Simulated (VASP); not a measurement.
# Bi (R-3m) in VASP: a series of runs, part 2 of 3

VASP 6.6.1.

### Step 5. Single point, LDA

This run uses another cell than the first one, of 35.07 Å³/atom, 1.064 times its volume.

Input file INCAR:

```
SYSTEM = Bi
PREC = Accurate
ENCUT = 520
EDIFF = 1E-6
ISMEAR = -1
SIGMA = 0.05
LREAL = .FALSE.
LASPH = .TRUE.
NELM = 60
ALGO = Normal
ISIF = 2
LWAVE = .FALSE.
LCHARG = .FALSE.
NBANDS = 22
```

Input file KPOINTS:

```
Automatic mesh
0
G
  7 7 7
  0 0 0
```

Input file POSCAR:

```
Bi
1.0
    2.2675000000      1.3091417354      3.9380000000
   -2.2675000000      1.3091417354      3.9380000000
    0.0000000000     -2.6182834708      3.9380000000
Bi
2
Direct
    0.7660000000      0.7660000000      0.7660000000
    0.2340000000      0.2340000000      0.2340000000
```

Potentials or basis: VASP PAW LDA potentials, release 64 (Bi_d).

Started as:

```sh
> cat potpaw_LDA.64/Bi_d/POTCAR > POTCAR
> mpirun -np 1 vasp_std > vasp.out
```

OUTCAR:

```text
SYSTEM = Bi
   PREC = Accurate
   ENCUT = 520
   EDIFF = 1E-6
   ISMEAR = -1
   LREAL = .FALSE.
   LASPH = .TRUE.
   NELM = 60
   ISIF = 2

 ion  position               nearest neighbor table
   1  0.766  0.766  0.766-   2 3.06   2 3.06   2 3.06   2 3.52   2 3.52   2 3.52
   2  0.234  0.234  0.234-   1 3.06   1 3.06   1 3.06   1 3.52   1 3.52   1 3.52

  LATTYP: Found a trigonal (rhomboedric) cell.
 ALAT       =     4.7289800521
 COS(alpha) =     0.5401781303

  Lattice vectors:

 A1 = (   2.2675000000,   1.3091417354,   3.9380000000)
 A2 = (  -2.2675000000,   1.3091417354,   3.9380000000)
 A3 = (   0.0000000000,  -2.6182834708,   3.9380000000)

Analysis of symmetry for initial positions (statically):
=====================================================================
 Subroutine PRICEL returns:
 Original cell was already a primitive cell.

 Routine SETGRP: Setting up the symmetry group for a
 trigonal (rhombohedral) supercell.

 Subroutine GETGRP returns: Found 12 space group operations
 (whereof 12 operations were pure point group operations)
 out of a pool of 12 trial point group operations.

The static configuration has the point symmetry D_3d.

Analysis of symmetry for dynamics (positions and initial velocities):
=====================================================================
 Subroutine PRICEL returns:
 Original cell was already a primitive cell.

 Routine SETGRP: Setting up the symmetry group for a
 trigonal (rhombohedral) supercell.

 Subroutine GETGRP returns: Found 12 space group operations
 (whereof 12 operations were pure point group operations)
 out of a pool of 12 trial point group operations.

The dynamic configuration has the point symmetry D_3d.

 Subroutine INISYM returns: Found 12 space group operations
 (whereof 12 operations are pure point group operations),
 and found     1 'primitive' translations

----------------------------------------------------------------------------------------

                                     Primitive cell

  volume of cell :      70.1392

  direct lattice vectors                    reciprocal lattice vectors
     2.267500000  1.309141735  3.938000000     0.220507166  0.127309872  0.084645336
    -2.267500000  1.309141735  3.938000000    -0.220507166  0.127309872  0.084645336
     0.000000000 -2.618283471  3.938000000     0.000000000 -0.254619744  0.084645336

  length of vectors
     4.728980052  4.728980052  4.728980052     0.268320791  0.268320791  0.268320791

  position of ions in fractional coordinates (direct lattice)
     0.766000000  0.766000000  0.766000000
     0.234000000  0.234000000  0.234000000

  ion indices of the primitive-cell ions
   primitive index   ion index
                 1           1
                 2           2

----------------------------------------------------------------------------------------

 KPOINTS: Automatic mesh

Automatic generation of k-mesh.
 Grid dimensions read from file:
 generate k-points for:    7    7    7

 Generating k-lattice:

  Cartesian coordinates                     Fractional coordinates (reciprocal lattice)
     0.031501024  0.018187125  0.012092191     0.142857143 -0.000000000  0.000000000
    -0.031501024  0.018187125  0.012092191    -0.000000000  0.142857143  0.000000000
     0.000000000 -0.036374249  0.012092191     0.000000000  0.000000000  0.142857143

  Length of vectors
     0.038331542  0.038331542  0.038331542

  Shift w.r.t. Gamma in fractional coordinates (k-lattice)
     0.000000000  0.000000000  0.000000000

 Subroutine IBZKPT returns following result:
 ===========================================

 Found     44 irreducible k-points:

 Following reciprocal coordinates:
            Coordinates               Weight
  0.000000  0.000000  0.000000      1.000000
  0.142857  0.000000  0.000000      6.000000
  0.285714  0.000000  0.000000      6.000000
  0.428571 -0.000000  0.000000      6.000000
  0.142857  0.142857  0.000000      6.000000
  0.285714  0.142857  0.000000     12.000000
[... 16 lines left out ...]
  0.285714  0.285714  0.142857      6.000000
  0.428571  0.285714  0.142857     12.000000
 [... further k-points ...]
   k-points           NKPTS =     44   k-points in BZ     NKDIM =     44   number of bands    NBANDS=     22
   number of dos      NEDOS =    301   number of ions     NIONS =      2
   total plane-waves  NPLWV =  46656
   dimension x,y,z NGX =    36 NGY =   36 NGZ =   36
   dimension x,y,z NGXF=    72 NGYF=   72 NGZF=   72
   ions per type =               2
   NGX,Y,Z   is equivalent  to a cutoff of  12.66, 12.66, 12.66 a.u.
   NGXF,Y,Z  is equivalent  to a cutoff of  25.31, 25.31, 25.31 a.u.
 SYSTEM =  Bi
   PREC   = accura    normal or accurate (medium, high low for compatibility)
   ISTART =      0    job   : 0-new  1-cont  2-samecut
   ICHARG =      2    charge: 1-file 2-atom 10-const
   ISPIN  =      1    spin polarized calculation?
   LNONCOLLINEAR =      F non collinear calculations
   LSORBIT =      F    spin-orbit coupling
   LASPH  =      T    aspherical Exc in radial PAW
   ENCUT  =  520.0 eV  38.22 Ry    6.18 a.u.   8.79  8.79  8.79*2*pi/ulx,y,z
   NELM   =     60;   NELMIN=  2; NELMDL= -5     # of ELM steps
   EDIFF  = 0.1E-05   stopping-criterion for ELM
   LREAL  =      F    real-space projection
   EDIFFG = 0.1E-04   stopping-criterion for IOM
   NSW    =      0    number of steps for IOM
   IBRION =     -1    ionic relax: 0-MD 1-quasi-New 2-CG
   NFREE  =      0    steps in history (QN), initial steepest desc. (CG)
   ISIF   =      2    stress and relaxation
   ISYM   =      2    0-nonsym 1-usesym 2-fastsym
   POTIM  = 0.5000    time-step for ionic-motion
   TEBEG  =    0.0;   TEEND  =   0.0 temperature during run
   PSTRESS=    0.0 pullay stress
   NELECT =      30.0000    total number of electrons
   NUPDOWN=      -1.0000    fix difference up-down
   EMIN   =  10.00;   EMAX   =-10.00  energy-range for DOS
   EFERMI =   0.00;   METHOD = LEGACY
   ISMEAR =    -1;   SIGMA  =   0.05  broadening in eV -4-tet -1-fermi 0-gaus
   EFERMI_NEDOS =   21; number of points for ismear=-14 and -15
   IALGO  =     38    algorithm
   IMIX   =      4    mixing-type and parameters
     AMIX     =   0.40;   BMIX     =  1.00
     AMIX_MAG =   1.60;   BMIX_MAG =  1.00
  volume/ion in A,a.u.               =      35.07       236.66
  Fermi-wavevector in a.u.,A,eV,Ry     =   1.233469  2.330919 20.700530  1.521446
  Thomas-Fermi vector in A             =   2.368198
   LORBIT       =      0    0 simple, 1 ext, 2 COOP (PROOUT), +10 PAW based schemes
   GGA     = CA    functional components
   LHFCALC =     F    Hartree Fock is set to
   AEXX    =    0.0000 exact exchange contribution
   IVDW    =     0    specifies the selected vdW correction
   LEPSILON=     F    determine dielectric tensor
   LRPA    =     F    only Hartree local field effects (RPA)
 non-spin polarized calculation
  energy-cutoff  :      520.00
  volume of cell :       70.14
 maximum number of plane-waves:      1911
   NGX = 17   NGY = 17   NGZ = 17

 number of electron      30.0000003 magnetization

 Free energy of the ion-electron system (eV)
  ---------------------------------------------------
  ext. energy  EPLUGINS =         0.00000000
  ---------------------------------------------------
  free energy    TOTEN  =        -9.13341029 eV

  energy without entropy =       -9.13207215  energy(sigma->0) =       -9.13274122

 E-fermi :   6.0169     XC(G=0):  -9.8141

 val. band max:        5.8608219228   @ k =   0.4286   0.2857   0.2857
 cond. band min:       6.1310386574   @ k =   0.4286  -0.0000   0.0000
 fundamental gap:      0.2702167346
 Fermi energy:         6.0168881061

 k-point     1 :       0.0000    0.0000    0.0000
  band No.  band energies     occupation
      1     -16.7651      2.00000
      2     -16.7651      2.00000
      3     -16.6084      2.00000
      4     -16.6084      2.00000
      5     -16.5926      2.00000
      6     -16.4206      2.00000
[... 14 lines left out ...]
     21      11.9312      0.00000
     22      12.2477      0.00000
[... 552 lines left out ...]
  band No.  band energies     occupation
      1     -16.7301      2.00000
      2     -16.6554      2.00000
      3     -16.5934      2.00000
      4     -16.5627      2.00000
      5     -16.5444      2.00000
      6     -16.4637      2.00000
[... 14 lines left out ...]
     21      14.2993      0.00000
     22      15.0745      0.00000

 [... further k-points ...]

------------------------ aborting loop because EDIFF is reached ----------------------------------------

  FORCE on cell =-STRESS in cart. coord.  units (eV):
  Direction    XX          YY          ZZ          XY          YZ          ZX
  --------------------------------------------------------------------------------------
  -------------------------------------------------------------------------------------
  Total       -0.6311829     -0.6311829     -0.7086523      0.0000000      0.0000000      0.0000000
  in kB      -14.4179945    -14.4179945    -16.1876141      0.0000000      0.0000000      0.0000000
  external PRESSURE =     -15.0078677 kB  Pullay stress =       0.0000000 kB

 VOLUME and BASIS-vectors are now :
 -----------------------------------------------------------------------------
  energy-cutoff  :      520.00
  volume of cell :       70.14
      direct lattice vectors                 reciprocal lattice vectors
     2.267500000  1.309141735  3.938000000     0.220507166  0.127309872  0.084645336
    -2.267500000  1.309141735  3.938000000    -0.220507166  0.127309872  0.084645336
     0.000000000 -2.618283471  3.938000000     0.000000000 -0.254619744  0.084645336

 POSITION                                       TOTAL-FORCE (eV/Angst)
 -----------------------------------------------------------------------------------
      0.00000      0.00000      9.04952         0.000000      0.000000     -0.068678
      0.00000      0.00000      2.76448         0.000000      0.000000      0.068678
 -----------------------------------------------------------------------------------
    total drift:                               -0.000000      0.000000     -0.000000

  FREE ENERGIE OF THE ION-ELECTRON SYSTEM (eV)
  ---------------------------------------------------
  free  energy   TOTEN  =        -9.1334102867 eV

  energy  without entropy=       -9.1320721522  energy(sigma->0) =       -9.13274122
```

stdout:

```text
POSCAR found type information on POSCAR Bi
 POSCAR found :  1 types and       2 ions
 scaLAPACK will be used
 LDA part: xc-table for (Slater(with rela. corr.)+CA(PZ))
 , standard interpolation
 POSCAR, INCAR and KPOINTS ok, starting setup
 FFT: planning ... GRIDC
 FFT: planning ... GRID_SOFT
 FFT: planning ... GRID
 WAVECAR not read
 entering main loop
```

Wall time 35 s (1 thread of Intel Xeon 6975P-C, shared host); peak memory 0.2 GiB.

What came out:

- Free energy: -9.1334 eV
- Pressure: -1.5 GPa
- Largest force: 0.069 eV/Å
- Band gap on the k mesh: 0.27 eV, indirect (least direct gap 0.53 eV)

Forces on the atoms (eV/Å):
```
Bi   0.000  0.000 -0.069
Bi   0.000  0.000  0.069
```

Levels at points of the mesh, in eV from the valence-band top:
```tsv
k point	band 13	band 14	band 15	band 16	band 17	band 18
(0.00, 0.00, 0.00)	-1.23	-0.97	-0.97	2.75	3.21	3.21
```

Caveat: spin-orbit coupling is left out, which moves the levels of the heavy elements.

[end of part 2 of 3]
